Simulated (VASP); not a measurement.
The system is Si.

```
Si
1.0
    -1.59370    1.59370    1.29338
     1.59370   -1.59370    1.29338
     1.59370    1.59370   -1.29338
Si
1
Direct
  0.00000 0.00000 0.00000
```

Base run:

```yaml
Program: VASP 6.6.1
Functional: PBE
Potentials_or_basis: VASP PAW PBE potentials, release 64 (Si)
Cutoff: 520 eV
k_mesh: 13 × 13 × 13
Occupations: fermi-dirac, width 0.05 eV
Spin: no spin polarisation
```

Its results: band gap on the k mesh zero (bands 2 and 3 overlap by 14.04 eV); pressure 10.9 GPa.

Q: The run is repeated on the same cell with these changes: functional from PBE to HSE06; k mesh from 13 × 13 × 13 to 8 × 8 × 8. What comes out?

A: Band gap on the k mesh zero (bands 2 and 3 overlap by 13.78 eV); pressure 8.5 GPa.

Several settings changed at once.

Caveats: some runs use coarse meshes; the cell stands under pressure (at least some runs); the PAW data sets were made with another functional, which shifts forces and pressure a little (at least some runs).
